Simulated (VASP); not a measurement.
# CdSe (I-4m2) in VASP: notebook, part 2 of 2

VASP 6.6.1. Earlier steps stand in the parts before.

### Step 4. Single point, PBEsol (in-plane strain -0.02, then relaxed in part)

The input, INCAR:

```
SYSTEM = CdSe
ALGO = Normal ; EDIFF = 1E-6
ENCUT = 520 ; GGA = PS
ISIF = 2 ; ISMEAR = 0
LASPH = .TRUE. ; LCHARG = .FALSE.
LREAL = .FALSE. ; LWAVE = .FALSE.
NBANDS = 16 ; NELM = 100
PREC = Accurate ; SIGMA = 0.01
```

The input, KPOINTS:

```
k-points
0
G
  6 6 6
  0 0 0
```

The input, POSCAR:

```
CdSe
1.0
    2.9804881253      2.9804881253      0.0000000000
   -2.9804881253      2.9804881253      0.0000000000
    0.0000000000      2.9804881253      3.1269522898
Cd Se
1 1
Direct
    0.0000000000      0.0000000000      0.0000000000
    0.7500000000      0.2500000000      0.5000000000
```

Potentials or basis: VASP PAW PBE potentials, release 64 (Cd, Se).

The run is started by

```console
$ cat potpaw_PBE.64/Cd/POTCAR potpaw_PBE.64/Se/POTCAR > POTCAR
$ mpirun -np 1 vasp_std > vasp.out
```

OUTCAR:

```text
SYSTEM = CdSe
   EDIFF = 1E-6
   ENCUT = 520
   GGA = PS
   ISIF = 2
   ISMEAR = 0
   LASPH = .TRUE.
   LREAL = .FALSE.
   NELM = 100
   PREC = Accurate

 ion  position               nearest neighbor table
   1  0.000  0.000  0.000-   2 2.62   2 2.62   2 2.62   2 2.62
   2  0.750  0.250  0.500-   1 2.62   1 2.62   1 2.62   1 2.62

  LATTYP: Found a body centered tetragonal cell.
 ALAT       =     4.2150467293
 C/A-ratio  =     1.4837094299

  Lattice vectors:

 A1 = (   2.9804881253,   0.0000000000,  -3.1269522898)
 A2 = (  -2.9804881253,   0.0000000000,  -3.1269522898)
 A3 = (   0.0000000000,   2.9804881253,   3.1269522898)

Analysis of symmetry for initial positions (statically):
=====================================================================
 Subroutine PRICEL returns:
 Original cell was already a primitive cell.

 Routine SETGRP: Setting up the symmetry group for a
 body centered tetragonal supercell.

 Subroutine GETGRP returns: Found  8 space group operations
 (whereof  8 operations were pure point group operations)
 out of a pool of 16 trial point group operations.

[... 156 lines left out ...]
  ext. energy  EPLUGINS =         0.00000000
  ---------------------------------------------------
  free energy    TOTEN  =        -6.16475107 eV

  energy without entropy =       -6.16475107  energy(sigma->0) =       -6.16475107

 E-fermi :   1.0228     XC(G=0):  -9.1573

 val. band max:        0.9686790913   @ k =   0.0000   0.0000   0.0000
 cond. band min:       1.4127899408   @ k =   0.0000   0.0000   0.0000
 fundamental gap:      0.4441108494
 Fermi energy:         1.0227633376

 k-point     1 :       0.0000    0.0000    0.0000
  band No.  band energies     occupation
      1     -11.7752      2.00000
      2      -7.0587      2.00000
      3      -7.0354      2.00000
      4      -7.0354      2.00000
      5      -6.6586      2.00000
      6      -6.6436      2.00000
[... 433 lines left out ...]
      3      -6.8509      2.00000
      4      -6.6855      2.00000
      5      -6.6389      2.00000
      6      -6.2146      2.00000
[... 8 lines left out ...]
     15      12.7239      0.00000
     16      13.7264      0.00000

 [... further k-points ...]
[... 5 lines left out ...]
  --------------------------------------------------------------------------------------
  -------------------------------------------------------------------------------------
  Total        0.4379254      0.4379254      0.1271361      0.0000000      0.0000000     -0.0000000
  in kB       12.6294573     12.6294573      3.6665138      0.0000000      0.0000000     -0.0000000
  external PRESSURE =       9.6418095 kB  Pullay stress =       0.0000000 kB

 VOLUME and BASIS-vectors are now :
 -----------------------------------------------------------------------------
  energy-cutoff  :      520.00
  volume of cell :       55.56
      direct lattice vectors                 reciprocal lattice vectors
     2.980488125  2.980488125  0.000000000     0.167757756  0.167757756 -0.159900105
    -2.980488125  2.980488125  0.000000000    -0.167757756  0.167757756 -0.159900105
     0.000000000  2.980488125  3.126952290     0.000000000  0.000000000  0.319800210

 POSITION                                       TOTAL-FORCE (eV/Angst)
 -----------------------------------------------------------------------------------
      0.00000      0.00000      0.00000         0.000000      0.000000      0.000000
      1.49024      4.47073      1.56348        -0.000000     -0.000000      0.000000
 -----------------------------------------------------------------------------------
    total drift:                                0.000000     -0.000000      0.000000

  FREE ENERGIE OF THE ION-ELECTRON SYSTEM (eV)
  ---------------------------------------------------
  free  energy   TOTEN  =        -6.1647510741 eV

  energy  without entropy=       -6.1647510741  energy(sigma->0) =       -6.16475107
```

OSZICAR:

```text
N       E                     dE             d eps       ncg     rms          rms(c)
DAV:   1     0.107443395338E+03    0.10744E+03   -0.87917E+03   968   0.101E+03
DAV:   2    -0.251391804519E+01   -0.10996E+03   -0.10458E+03  1184   0.248E+02
DAV:   3    -0.653058438287E+01   -0.40167E+01   -0.40106E+01  1200   0.497E+01
DAV:   4    -0.654678430064E+01   -0.16200E-01   -0.16199E-01  1192   0.314E+00
DAV:   5    -0.654688330942E+01   -0.99009E-04   -0.99009E-04  1224   0.213E-01    0.613E+00
DAV:   6    -0.618978253277E+01    0.35710E+00   -0.56591E-01  1376   0.987E+00    0.491E+00
DAV:   7    -0.616605630630E+01    0.23726E-01   -0.13516E-01  1176   0.252E+00    0.220E+00
DAV:   8    -0.616482210105E+01    0.12342E-02   -0.13958E-02  1080   0.145E+00    0.227E-01
DAV:   9    -0.616470845543E+01    0.11365E-03   -0.14519E-03  1248   0.522E-01    0.439E-02
DAV:  10    -0.616472731164E+01   -0.18856E-04   -0.15166E-04  1184   0.160E-01    0.372E-02
DAV:  11    -0.616475155619E+01   -0.24245E-04   -0.43581E-05  1200   0.487E-02    0.160E-02
DAV:  12    -0.616475107413E+01    0.48206E-06   -0.17988E-06   936   0.182E-02
   1 F= -.61647511E+01 E0= -.61647511E+01  d E =-.103378E-16
```

stdout:

```text
POSCAR found type information on POSCAR CdSe
 POSCAR found :  2 types and       2 ions
 scaLAPACK will be used
 -----------------------------------------------------------------------------
|                                                                             |
|                                                                             |
|     You enforced a specific xc type in the INCAR file but a different       |
|     I HOPE YOU KNOW WHAT YOU ARE DOING!                                     |
|                                                                             |
 -----------------------------------------------------------------------------

 LDA part: xc-table for (Slater+PW92), standard interpolation
 POSCAR, INCAR and KPOINTS ok, starting setup
 FFT: planning ... GRIDC
 FFT: planning ... GRID_SOFT
 FFT: planning ... GRID
 WAVECAR not read
 entering main loop
```

Wall time 23 s (1 thread of Intel Xeon Platinum 8259CL at 2.50GHz (Skylake/Cascade Lake), shared host); peak memory 0.18 GiB.

What came out:

```
Free energy            : -6.1648 eV
Pressure               : 1.0 GPa
Band gap on the k mesh : 0.44 eV, direct
```

Caveat: the cell differs from its parent crystal (in-plane strain -0.02, then relaxed in part); the PAW data sets were made with another functional, which shifts forces and pressure a little.

### Step 5. Single point, PBEsol (in-plane strain -0.01, then relaxed in part)

The input, INCAR:

```
ALGO = Normal
EDIFF = 1E-7
ENCUT = 520
GGA = PS
ISIF = 2
ISMEAR = 0
LASPH = T
LCHARG = T
LELF = T
LREAL = F
LVHAR = T
LWAVE = F
NBANDS = 16
NELM = 60
PREC = Accurate
SIGMA = 0.01
```

The input, KPOINTS:

```
k-points
0
Gamma
  6 6 6
```

The input, POSCAR:

```
CdSe
1.0
    3.0109012695      3.0109012695      0.0000000000
   -3.0109012695      3.0109012695      0.0000000000
    0.0000000000      3.0109012695      3.0843388759
Cd Se
1 1
Direct
    0.0000000000      0.0000000000      0.0000000000
    0.7500000000      0.2500000000      0.5000000000
```

The run is started by

```console
$ cat potpaw_PBE.64/Cd/POTCAR potpaw_PBE.64/Se/POTCAR > POTCAR
$ mpirun -np 1 vasp_std > vasp.out
```

Run time: 28 s. Hardware: 1 thread of Intel Xeon Platinum 8259CL at 2.50GHz (Skylake/Cascade Lake), shared host; peak memory 0.18 GiB.

It converged, with:

| Property | Result |
| --- | --- |
| Free energy | -6.1703 eV |
| Pressure | 0.6 GPa |
| Band gap on the k mesh | 0.46 eV, direct |

Stress tensor (GPa, compression positive):
```
0.78 0.00 0.00
0.00 0.78 0.00
0.00 0.00 0.35
```

Levels at points of the mesh, in eV from the valence-band top:
```csv
k point,band 6,band 7,band 8,band 9,band 10,band 11,band 12,band 13
"(0.00, 0.00, 0.00)",-7.57,-0.08,0.00,0.00,0.46,5.83,5.83,5.83
"(0.50, 0.00, 0.00)",-7.28,-4.51,-0.85,-0.74,2.26,6.25,6.42,7.27
"(0.50, 0.50, 0.00)",-7.20,-4.14,-1.98,-1.94,2.93,3.58,9.05,9.97
"(0.00, 0.00, 0.50)",-7.24,-4.28,-1.86,-1.86,3.01,3.79,8.83,10.16
```

Caveat: the cell differs from its parent crystal (in-plane strain -0.01, then relaxed in part); the PAW data sets were made with another functional, which shifts forces and pressure a little.

### Step 6. Single point, PBEsol (in-plane strain -0.005, then relaxed in part)

The input, INCAR:

```
SYSTEM = CdSe
ALGO = Normal
EDIFF = 1E-6
ENCUT = 520
GGA = PS
ISIF = 2
ISMEAR = 0
LASPH = .TRUE.
LCHARG = .FALSE.
LREAL = .FALSE.
LWAVE = .FALSE.
NBANDS = 16
NELM = 80
PREC = Accurate
SIGMA = 0.01
```

The input, KPOINTS:

```
k-points
0
G
  6 6 6
  0 0 0
```

The input, POSCAR:

```
CdSe
1.0
    3.0261078415      3.0261078415      0.0000000000
   -3.0261078415      3.0261078415      0.0000000000
    0.0000000000      3.0261078415      3.0610885805
Cd Se
1 1
Direct
    0.0000000000      0.0000000000      0.0000000000
    0.7500000000      0.2500000000      0.5000000000
```

Potentials or basis: VASP PAW PBE potentials, release 64 (Cd, Se).

The run is started by

```console
$ cat potpaw_PBE.64/Cd/POTCAR potpaw_PBE.64/Se/POTCAR > POTCAR
$ mpirun -np 1 vasp_std > vasp.out
```

It took 20 s on 1 thread of Intel Xeon Platinum 8259CL at 2.50GHz (Skylake/Cascade Lake), shared host; peak memory 0.18 GiB.

Results (log left out):

| Item | Value |
| --- | --- |
| Free energy | -6.1717 eV |
| Pressure | 0.5 GPa |
| Band gap on the k mesh | 0.47 eV, direct |

Stress tensor (GPa, compression positive):
```
0.58 0.00 0.00
0.00 0.58 0.00
0.00 0.00 0.38
```

Levels at points of the mesh, in eV from the valence-band top:
```
           k point  band 7  band 8  band 9  band 10  band 11  band 12
(0.00, 0.00, 0.00)   -0.04    0.00    0.00     0.47     5.84     5.84
(0.50, 0.00, 0.00)   -4.48   -0.80   -0.75     2.28     6.31     6.39
(0.50, 0.50, 0.00)   -4.14   -1.93   -1.91     2.97     3.63     9.02
(0.00, 0.00, 0.50)   -4.20   -1.87   -1.87     3.00     3.73     8.91
```

Caveat: the cell differs from its parent crystal (in-plane strain -0.005, then relaxed in part); the PAW data sets were made with another functional, which shifts forces and pressure a little.

### Step 7. Summary

| cell | gap on the mesh (eV) | pressure (GPa) |
| --- | --- | --- |
| a = 4.215, b = 4.215, c = 4.284 Å, angles 60.5, 60.5, 90.0°, 2 atoms | 0.50 | 1.9 |
| a = 4.258, b = 4.258, c = 4.293 Å, angles 60.3, 60.3, 90.0°, 2 atoms | 0.49 | 1.1 |
| a = 4.215, b = 4.215, c = 4.320 Å, angles 60.8, 60.8, 90.0°, 2 atoms | 0.44 | 1.0 |
| a = 4.258, b = 4.258, c = 4.310 Å, angles 60.4, 60.4, 90.0°, 2 atoms | 0.46 | 0.6 |
| a = 4.280, b = 4.280, c = 4.304 Å, angles 60.2, 60.2, 90.0°, 2 atoms | 0.47 | 0.5 |

Alike in all rows: task single point; level PBEsol; potentials or basis VASP PAW PBE potentials, release 64 (Cd, Se); no spin polarisation; k mesh 6 × 6 × 6; cutoff (eV) 520; smearing gaussian 0.01 eV.

Caveats: the PAW data sets were made with another functional, which shifts forces and pressure a little.

Total energies depend on the potentials used, so only differences within one code and one set of settings carry meaning.
